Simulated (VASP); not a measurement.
# ZnO (CsCl type) (Pm-3m) in VASP: a series of runs

ZnO (CsCl type) is run at these levels: PBE; tasks: single point, relaxation of cell and atoms.

Program: VASP 6.6.1. These are calculated values, not measurements. Logs are shortened: lines on timing, memory, paths and dates and some standing lists are left out, and cuts for length are marked.

### 1 The cell of the first run

It takes space group Pm-3m (No. 221, cubic). Conventional cell: a = 2.688 Å, b = 2.688 Å, c = 2.688 Å, α = 90.00°, β = 90.00°, γ = 90.00°. Within 3.1 Å of Zn (site symmetry m-3m) lie 8 O at 2.33 Å and 6 Zn at 2.69 Å. Within 3.1 Å of O (site symmetry m-3m) lie 8 Zn at 2.33 Å and 6 O at 2.69 Å.

### 2 Single point, PBE

INCAR reads:

```
SYSTEM = ZnO
PREC = Accurate ; ENCUT = 520
EDIFF = 1E-6 ; ISMEAR = -1
SIGMA = 0.05 ; LREAL = .False.
LASPH = .True. ; NELM = 60
ALGO = Normal ; ISIF = 2
LWAVE = .False. ; LCHARG = .False.
GGA = PE ; NBANDS = 16
```

KPOINTS reads:

```
Automatic mesh
0
Gamma
  15 15 15
  0 0 0
```

POSCAR reads:

```
ZnO
1.0
    2.6881761322      0.0000000000      0.0000000000
    0.0000000000      2.6881761322      0.0000000000
    0.0000000000      0.0000000000      2.6881761322
Zn O
1 1
Direct
    0.0000000000      0.0000000000      0.0000000000
    0.5000000000      0.5000000000      0.5000000000
```

Potentials or basis: VASP PAW PBE potentials, release 64 (Zn, O).

Started as:

```sh
$ cat potpaw_PBE.64/Zn/POTCAR potpaw_PBE.64/O/POTCAR > POTCAR
$ mpirun -np 1 vasp_std > vasp.out
```

OUTCAR:

```text
SYSTEM = ZnO
   PREC = Accurate
   ENCUT = 520
   EDIFF = 1E-6
   ISMEAR = -1
   LREAL = .False.
   LASPH = .True.
   NELM = 60
   ISIF = 2
   GGA = PE

 ion  position               nearest neighbor table
   1  0.000  0.000  0.000-   2 2.33   2 2.33   2 2.33   2 2.33   2 2.33   2 2.33   2 2.33   2 2.33

   2  0.500  0.500  0.500-   1 2.33   1 2.33   1 2.33   1 2.33   1 2.33   1 2.33   1 2.33   1 2.33

  LATTYP: Found a simple cubic cell.
 ALAT       =     2.6881761322

  Lattice vectors:

 A1 = (   2.6881761322,   0.0000000000,   0.0000000000)
 A2 = (   0.0000000000,   2.6881761322,   0.0000000000)
 A3 = (   0.0000000000,   0.0000000000,   2.6881761322)

Analysis of symmetry for initial positions (statically):
=====================================================================
 Subroutine PRICEL returns:
 Original cell was already a primitive cell.

 Routine SETGRP: Setting up the symmetry group for a
 simple cubic supercell.

 Subroutine GETGRP returns: Found 48 space group operations
 (whereof 48 operations were pure point group operations)
 out of a pool of 48 trial point group operations.

The static configuration has the point symmetry O_h .

Analysis of symmetry for dynamics (positions and initial velocities):
=====================================================================
 Subroutine PRICEL returns:
 Original cell was already a primitive cell.

 Routine SETGRP: Setting up the symmetry group for a
 simple cubic supercell.

 Subroutine GETGRP returns: Found 48 space group operations
 (whereof 48 operations were pure point group operations)
 out of a pool of 48 trial point group operations.

The dynamic configuration has the point symmetry O_h .

 Subroutine INISYM returns: Found 48 space group operations
 (whereof 48 operations are pure point group operations),
 and found     1 'primitive' translations

----------------------------------------------------------------------------------------

                                     Primitive cell

  volume of cell :      19.4255

  direct lattice vectors                    reciprocal lattice vectors
     2.688176132  0.000000000  0.000000000     0.371999434  0.000000000  0.000000000
     0.000000000  2.688176132  0.000000000     0.000000000  0.371999434  0.000000000
     0.000000000  0.000000000  2.688176132     0.000000000  0.000000000  0.371999434

  length of vectors
     2.688176132  2.688176132  2.688176132     0.371999434  0.371999434  0.371999434

  position of ions in fractional coordinates (direct lattice)
     0.000000000  0.000000000  0.000000000
     0.500000000  0.500000000  0.500000000

  ion indices of the primitive-cell ions
   primitive index   ion index
                 1           1
                 2           2

----------------------------------------------------------------------------------------

 KPOINTS: Automatic mesh

Automatic generation of k-mesh.
 Grid dimensions read from file:
 generate k-points for:   15   15   15

 Generating k-lattice:

  Cartesian coordinates                     Fractional coordinates (reciprocal lattice)
     0.024799962  0.000000000  0.000000000     0.066666667  0.000000000  0.000000000
     0.000000000  0.024799962  0.000000000     0.000000000  0.066666667  0.000000000
     0.000000000  0.000000000  0.024799962     0.000000000  0.000000000  0.066666667

  Length of vectors
     0.024799962  0.024799962  0.024799962

  Shift w.r.t. Gamma in fractional coordinates (k-lattice)
     0.000000000  0.000000000  0.000000000

 Subroutine IBZKPT returns following result:
 ===========================================

 Found    120 irreducible k-points:

 Following reciprocal coordinates:
            Coordinates               Weight
  0.000000  0.000000  0.000000      1.000000
  0.066667  0.000000  0.000000      6.000000
  0.133333  0.000000  0.000000      6.000000
  0.200000  0.000000  0.000000      6.000000
  0.266667  0.000000  0.000000      6.000000
  0.333333  0.000000  0.000000      6.000000
[... 16 lines left out ...]
  0.266667  0.200000  0.000000     24.000000
  0.333333  0.200000  0.000000     24.000000
 [... further k-points ...]
   k-points           NKPTS =    120   k-points in BZ     NKDIM =    120   number of bands    NBANDS=     16
   number of dos      NEDOS =    301   number of ions     NIONS =      2
   total plane-waves  NPLWV =   8000
   dimension x,y,z NGX =    20 NGY =   20 NGZ =   20
   dimension x,y,z NGXF=    40 NGYF=   40 NGZF=   40
   ions per type =               1   1
   NGX,Y,Z   is equivalent  to a cutoff of  12.37, 12.37, 12.37 a.u.
   NGXF,Y,Z  is equivalent  to a cutoff of  24.74, 24.74, 24.74 a.u.
 SYSTEM =  ZnO
   PREC   = accura    normal or accurate (medium, high low for compatibility)
   ISTART =      0    job   : 0-new  1-cont  2-samecut
   ICHARG =      2    charge: 1-file 2-atom 10-const
   ISPIN  =      1    spin polarized calculation?
   LNONCOLLINEAR =      F non collinear calculations
   LSORBIT =      F    spin-orbit coupling
   LASPH  =      T    aspherical Exc in radial PAW
   ENCUT  =  520.0 eV  38.22 Ry    6.18 a.u.   5.00  5.00  5.00*2*pi/ulx,y,z
   NELM   =     60;   NELMIN=  2; NELMDL= -5     # of ELM steps
   EDIFF  = 0.1E-05   stopping-criterion for ELM
   LREAL  =      F    real-space projection
   EDIFFG = 0.1E-04   stopping-criterion for IOM
   NSW    =      0    number of steps for IOM
   IBRION =     -1    ionic relax: 0-MD 1-quasi-New 2-CG
   NFREE  =      0    steps in history (QN), initial steepest desc. (CG)
   ISIF   =      2    stress and relaxation
   ISYM   =      2    0-nonsym 1-usesym 2-fastsym
   POTIM  = 0.5000    time-step for ionic-motion
   TEBEG  =    0.0;   TEEND  =   0.0 temperature during run
   PSTRESS=    0.0 pullay stress
   NELECT =      18.0000    total number of electrons
   NUPDOWN=      -1.0000    fix difference up-down
   EMIN   =  10.00;   EMAX   =-10.00  energy-range for DOS
   EFERMI =   0.00;   METHOD = LEGACY
   ISMEAR =    -1;   SIGMA  =   0.05  broadening in eV -4-tet -1-fermi 0-gaus
   EFERMI_NEDOS =   21; number of points for ismear=-14 and -15
   IALGO  =     38    algorithm
   IMIX   =      4    mixing-type and parameters
     AMIX     =   0.40;   BMIX     =  1.00
     AMIX_MAG =   1.60;   BMIX_MAG =  1.00
  volume/ion in A,a.u.               =       9.71        65.55
  Fermi-wavevector in a.u.,A,eV,Ry     =   1.596031  3.016061 34.658317  2.547314
  Thomas-Fermi vector in A             =   2.693857
   LORBIT       =      0    0 simple, 1 ext, 2 COOP (PROOUT), +10 PAW based schemes
   GGA     = PE    functional components
   LHFCALC =     F    Hartree Fock is set to
   AEXX    =    0.0000 exact exchange contribution
   IVDW    =     0    specifies the selected vdW correction
   LEPSILON=     F    determine dielectric tensor
   LRPA    =     F    only Hartree local field effects (RPA)
 non-spin polarized calculation
  energy-cutoff  :      520.00
  volume of cell :       19.43
 maximum number of plane-waves:       536
 NGX is ok and might be reduce to    20
   NGX =  9   NGY =  9   NGZ =  9

 number of electron      18.0000023 magnetization

 Free energy of the ion-electron system (eV)
  ---------------------------------------------------
  ext. energy  EPLUGINS =         0.00000000
  ---------------------------------------------------
  free energy    TOTEN  =        -7.49307627 eV

  energy without entropy =       -7.49203089  energy(sigma->0) =       -7.49255358

 E-fermi :   3.2455     XC(G=0): -12.5013

 val. band max:        3.1086511410   @ k =   0.4667   0.0000   0.0000
 cond. band min:       3.5640589051   @ k =   0.0667   0.0667   0.0000
 fundamental gap:      0.4554077642
 Fermi energy:         3.2455092634

 k-point     1 :       0.0000    0.0000    0.0000
  band No.  band energies     occupation
      1     -15.3372      2.00000
      2      -3.3124      2.00000
      3      -3.3124      2.00000
      4      -2.2224      2.00000
      5      -2.2224      2.00000
      6      -2.2224      2.00000
[... 8 lines left out ...]
     15      20.4763      0.00000
     16      35.0834      0.00000

 k-point     2 :       0.0667    0.0000    0.0000
  band No.  band energies     occupation
      1     -15.2929      2.00000
      2      -3.3066      2.00000
      3      -3.3029      2.00000
      4      -2.2527      2.00000
      5      -2.2527      2.00000
      6      -2.2209      2.00000
[... 8 lines left out ...]
     15      20.9803      0.00000
     16      33.2030      0.00000

 k-point     3 :       0.1333    0.0000    0.0000
  band No.  band energies     occupation
      1     -15.1639      2.00000
      2      -3.2976      2.00000
      3      -3.2902      2.00000
      4      -2.3351      2.00000
      5      -2.3351      2.00000
      6      -2.2167      2.00000
[... 8 lines left out ...]
     15      22.1478      0.00000
     16      30.9221      0.00000

 k-point     4 :       0.2000    0.0000    0.0000
  band No.  band energies     occupation
      1     -14.9638      2.00000
      2      -3.3756      2.00000
      3      -3.2660      2.00000
      4      -2.4492      2.00000
      5      -2.4492      2.00000
      6      -2.2105      2.00000
[... 8 lines left out ...]
     15      23.6737      0.00000
     16      28.8203      0.00000

 k-point     5 :       0.2667    0.0000    0.0000
  band No.  band energies     occupation
      1     -14.7166      2.00000
      2      -3.6530      2.00000
      3      -3.2380      2.00000
      4      -2.5713      2.00000
      5      -2.5713      2.00000
      6      -2.2034      2.00000
[... 8 lines left out ...]
     15      25.4452      0.00000
     16      26.9224      0.00000

 k-point     6 :       0.3333    0.0000    0.0000
  band No.  band energies     occupation
      1     -14.4594      2.00000
      2      -4.1142      2.00000
      3      -3.2112      2.00000
      4      -2.6804      2.00000
      5      -2.6804      2.00000
      6      -2.1967      2.00000
[... 8 lines left out ...]
     15      25.2438      0.00000
     16      27.3590      0.00000

 k-point     7 :       0.4000    0.0000    0.0000
  band No.  band energies     occupation
      1     -14.2411      2.00000
      2      -4.5652      2.00000
      3      -3.1902      2.00000
      4      -2.7614      2.00000
      5      -2.7614      2.00000
      6      -2.1913      2.00000
[... 8 lines left out ...]
     15      23.8240      0.00000
     16      29.2451      0.00000

 k-point     8 :       0.4667    0.0000    0.0000
  band No.  band energies     occupation
      1     -14.1136      2.00000
      2      -4.8329      2.00000
      3      -3.1786      2.00000
      4      -2.8043      2.00000
      5      -2.8043      2.00000
      6      -2.1884      2.00000
[... 8 lines left out ...]
     15      22.8306      0.00000
     16      30.6826      0.00000

 k-point     9 :       0.0667    0.0667    0.0000
  band No.  band energies     occupation
      1     -15.2489      2.00000
      2      -3.2997      2.00000
      3      -3.2923      2.00000
      4      -2.2853      2.00000
      5      -2.2666      2.00000
      6      -2.2341      2.00000
[... 8 lines left out ...]
     15      21.4547      0.00000
     16      31.7412      0.00000
[... 172 lines left out ...]
 k-point    19 :       0.3333    0.1333    0.0000
  band No.  band energies     occupation
      1     -14.3305      2.00000
      2      -3.9259      2.00000
      3      -3.1474      2.00000
      4      -2.7102      2.00000
      5      -2.6451      2.00000
      6      -2.2555      2.00000
[... 8 lines left out ...]
     15      25.8329      0.00000
     16      28.4865      0.00000

 k-point    20 :       0.4000    0.1333    0.0000
  band No.  band energies     occupation
      1     -14.1254      2.00000
      2      -4.3149      2.00000
      3      -3.1201      2.00000
      4      -2.7709      2.00000
      5      -2.7167      2.00000
      6      -2.2464      2.00000
[... 8 lines left out ...]
     15      25.3804      0.00000
     16      29.4400      0.00000

 k-point    21 :       0.4667    0.1333    0.0000
  band No.  band energies     occupation
      1     -14.0066      2.00000
      2      -4.5510      2.00000
      3      -3.1024      2.00000
      4      -2.8118      2.00000
      5      -2.7550      2.00000
      6      -2.2412      2.00000
[... 8 lines left out ...]
     15      25.1452      0.00000
     16      29.2626      0.00000

 k-point    22 :       0.2000    0.2000    0.0000
  band No.  band energies     occupation
      1     -14.6285      2.00000
      2      -3.3506      2.00000
      3      -3.1210      2.00000
      4      -2.6824      2.00000
      5      -2.4725      2.00000
      6      -2.3163      2.00000
[... 8 lines left out ...]
     15      26.1315      0.00000
     16      26.7102      0.00000

 k-point    23 :       0.2667    0.2000    0.0000
  band No.  band energies     occupation
      1     -14.4093      2.00000
      2      -3.4818      2.00000
      3      -3.0770      2.00000
      4      -2.7216      2.00000
      5      -2.5338      2.00000
      6      -2.3263      2.00000
[... 8 lines left out ...]
     15      26.0752      0.00000
     16      27.6038      0.00000

 k-point    24 :       0.3333    0.2000    0.0000
  band No.  band energies     occupation
      1     -14.1838      2.00000
      2      -3.7436      2.00000
      3      -3.0543      2.00000
      4      -2.7330      2.00000
      5      -2.6075      2.00000
      6      -2.3171      2.00000
[... 8 lines left out ...]
     15      25.9173      0.00000
     16      28.4797      0.00000

 [... further k-points ...]
[... 5 lines left out ...]
  --------------------------------------------------------------------------------------
  -------------------------------------------------------------------------------------
  Total        0.0799485      0.0799485      0.0799485      0.0000000     -0.0000000      0.0000000
  in kB        6.5939781      6.5939781      6.5939781      0.0000000     -0.0000000      0.0000000
  external PRESSURE =       6.5939781 kB  Pullay stress =       0.0000000 kB

 VOLUME and BASIS-vectors are now :
 -----------------------------------------------------------------------------
  energy-cutoff  :      520.00
  volume of cell :       19.43
      direct lattice vectors                 reciprocal lattice vectors
     2.688176132  0.000000000  0.000000000     0.371999434  0.000000000  0.000000000
     0.000000000  2.688176132  0.000000000     0.000000000  0.371999434  0.000000000
     0.000000000  0.000000000  2.688176132     0.000000000  0.000000000  0.371999434

 POSITION                                       TOTAL-FORCE (eV/Angst)
 -----------------------------------------------------------------------------------
      0.00000      0.00000      0.00000         0.000000      0.000000      0.000000
      1.34409      1.34409      1.34409         0.000000      0.000000      0.000000
 -----------------------------------------------------------------------------------
    total drift:                               -0.000000      0.000000      0.000000

  FREE ENERGIE OF THE ION-ELECTRON SYSTEM (eV)
  ---------------------------------------------------
  free  energy   TOTEN  =        -7.4930762654 eV

  energy  without entropy=       -7.4920308900  energy(sigma->0) =       -7.49255358
```

Wall time 43 s (1 thread of Intel Xeon 8259CL, shared host); peak memory 0.15 GiB.

Results:

```yaml
Free_energy: -7.4931 eV
Pressure: 0.7 GPa
Band_gap_on_the_k_mesh: zero (band 9 reaches 3.11 eV, above the bottom of band 10 at 2.27 eV)
```

### 3 Relaxation of cell and atoms, PBE

This run uses another cell than the first one, of 10.00 Å³/atom, 1.030 times its volume.

INCAR reads:

```
PREC = Accurate
ENCUT = 600
EDIFF = 1E-6
ISMEAR = -1
SIGMA = 0.05
LREAL = F
LASPH = T
NELM = 60
ALGO = Normal
ISIF = 3
LWAVE = F
LCHARG = F
GGA = PE
IBRION = 2
NSW = 60
EDIFFG = -0.005
```

KPOINTS reads:

```
regular mesh
0
Gamma
  15 15 15
```

POSCAR reads:

```
ZnO
1.0
    2.7144176166      0.0000000000      0.0000000000
    0.0000000000      2.7144176166      0.0000000000
    0.0000000000      0.0000000000      2.7144176166
Zn O
1 1
Direct
    0.0000000000      0.0000000000      0.0000000000
    0.5000000000      0.5000000000      0.5000000000
```

Potentials or basis: VASP PAW PBE potentials, release 64 (Zn, O).

Started as:

```sh
$ cat potpaw_PBE.64/Zn/POTCAR potpaw_PBE.64/O/POTCAR > POTCAR
$ mpirun -np 1 vasp_std > vasp.out
```

It took 1.8 min on 1 thread of Intel Xeon 8259CL, shared host; peak memory 0.18 GiB.

It converged, with:

* Free energy: -7.4961 eV
* Relaxed volume: 9.74 Å³/atom
* Relaxed cell: a = 2.691 Å, b = 2.691 Å, c = 2.691 Å, α = 90.00°, β = 90.00°, γ = 90.00°
* Space group after relaxing (to 0.05 Å): Pm-3m (No. 221)
* Energy gained by relaxing: 3.3 meV/atom
* Ionic steps: 3
* Pressure after relaxing: 0.0 GPa
* Band gap on the k mesh: zero (band 9 reaches 3.08 eV, above the bottom of band 10 at 2.23 eV)

The path:
| step | energy change (eV) | largest force (eV/Å) | pressure (GPa) | volume (Å³) |
| --- | --- | --- | --- | --- |
| 1 | 0.0000 | 0.0000 | -4.00 | 20.00 |
| 2 | -0.0056 | 0.0000 | 1.64 | 19.29 |
| 3 | -0.0066 | 0.0000 | -0.04 | 19.48 |

Final structure:
```
Zn O
1.0
     2.69075    0.00000    0.00000
     0.00000    2.69075    0.00000
     0.00000    0.00000    2.69075
Zn O
1 1
Direct
  0.00000 0.00000 0.00000
  0.50000 0.50000 0.50000
```

Levels at points of the mesh, in eV from the Fermi level:
```
           k point  band 5  band 6  band 7  band 8  band 9  band 10  band 11  band 12  band 13
(0.00, 0.00, 0.00)   -5.47   -5.47   -1.30   -1.30   -1.30    -0.99    14.00    14.00    17.19
```
